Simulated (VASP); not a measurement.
# Li4F: relaxation of cell and atoms with PBE

Crystal: Li4F.

```
CELL_PARAMETERS angstrom
-1.91343 1.91343 3.61782
1.91343 -1.91343 3.61782
1.91343 1.91343 -3.61782
ATOMIC_POSITIONS crystal
Li 0.24500 0.24500 0.00000
Li 0.75500 0.75500 0.00000
Li 0.50000 0.00000 0.50000
Li 0.00000 0.50000 0.50000
F 0.00000 0.00000 0.00000
```

```yaml
Program: VASP 6.6.1
Task: relaxation of cell and atoms
Functional: PBE
Potentials_or_basis: VASP PAW PBE potentials, release 64 (Li_sv, F)
Cutoff: 600 eV
k_mesh: 6 × 6 × 6
Occupations: gaussian, width 0.1 eV
Spin: no spin polarisation
Dipole_correction: no
Further_INCAR_settings: ALGO = Normal; EDIFF = 1e-06; IBRION = 2; EDIFFG = -0.04; NSW = 90; ISIF = 3
```

- Relaxed volume: 15.05 Å³/atom
- Relaxed cell: a = 5.241 Å, b = 5.241 Å, c = 5.241 Å, α = 133.14°, β = 133.14°, γ = 68.43°
- Space group after relaxing (to 0.05 Å): I4/mmm (No. 139)
- Energy gained by relaxing: 208.1 meV/atom
- Ionic steps: 11
- Pressure after relaxing: 0.0 GPa
- Largest force after relaxing: 0.018 eV/Å

Forces in eV/Å, atoms in the order of the input:
```
Li   0.000  0.000  0.018
Li   0.000  0.000 -0.018
Li   0.000  0.000  0.000
Li   0.000  0.000  0.000
F    0.000  0.000  0.000
```

Step by step:
| step | energy change (eV) | largest force (eV/Å) | pressure (GPa) | volume (Å³) |
| --- | --- | --- | --- | --- |
| 1 | 0.0000 | 0.3363 | 15.83 | 52.98 |
| 2 | -0.6150 | 0.4727 | 7.44 | 61.42 |
| 3 | -0.9184 | 0.5491 | 0.56 | 73.30 |
| 4 | -0.9237 | 0.5569 | -0.25 | 75.20 |
| 5 | -0.9600 | 0.4577 | -0.25 | 75.38 |
| 6 | -1.0224 | 0.0742 | 0.01 | 75.93 |
| 7 | -1.0245 | 0.0611 | 0.14 | 76.08 |
| 8 | -1.0247 | 0.0299 | 0.08 | 76.04 |
| 9 | -1.0353 | 0.0077 | -0.19 | 76.30 |
| 10 | -1.0388 | 0.0057 | -0.47 | 76.52 |
| 11 | -1.0406 | 0.0181 | 0.02 | 75.27 |

Final structure:
```cif
data_structure
_symmetry_space_group_name_H-M 'P 1'
_symmetry_Int_Tables_number 1
_cell_length_a 5.2407
_cell_length_b 5.2407
_cell_length_c 5.2407
_cell_angle_alpha 133.142
_cell_angle_beta 133.142
_cell_angle_gamma 68.431
_cell_volume 75.27
loop_
_atom_site_label
_atom_site_type_symbol
_atom_site_fract_x
_atom_site_fract_y
_atom_site_fract_z
_atom_site_occupancy
Li1 Li 0.21715 0.21715 0.00000 1
Li2 Li 0.78285 0.78285 0.00000 1
Li3 Li 0.50000 0.00000 0.50000 1
Li4 Li 0.00000 0.50000 0.50000 1
F1 F 0.00000 0.00000 0.00000 1
```

Levels at points of the mesh, in eV from the Fermi level:
```tsv
k point	band 5	band 6	band 7	band 8	band 9	band 10	band 11	band 12	band 13
(0.00, 0.00, 0.00)	-25.67	-7.58	-7.48	-7.48	-2.92	2.52	3.60	3.60	4.53
(0.50, 0.00, 0.00)	-25.69	-7.54	-7.45	-7.45	-1.03	-0.81	2.44	2.82	4.33
(0.50, 0.50, 0.00)	-25.71	-7.48	-7.39	-7.33	-0.43	-0.20	0.28	3.14	3.86
(0.50, 0.50, 0.50)	-25.68	-7.63	-7.51	-7.51	-1.69	-0.69	3.00	3.00	4.93
```

It took 96 s on 1 thread of Intel(R) Xeon(R) Platinum 8559C (Emerald Rapids), with other jobs on the host, peak memory 0.2 GiB.

Caveat: the k points lie up to 0.36 Å⁻¹ apart in the final cell; the cutoff is under 1.25 times the usual one of these potentials, so pressure, stress and relaxed cells hold a basis-set (Pulay) error; the volume moved by over 15 % at a fixed basis, so the end points are rough; an odd number of electrons without spin polarisation forces a metal; a magnetic or distorted state may lie lower.
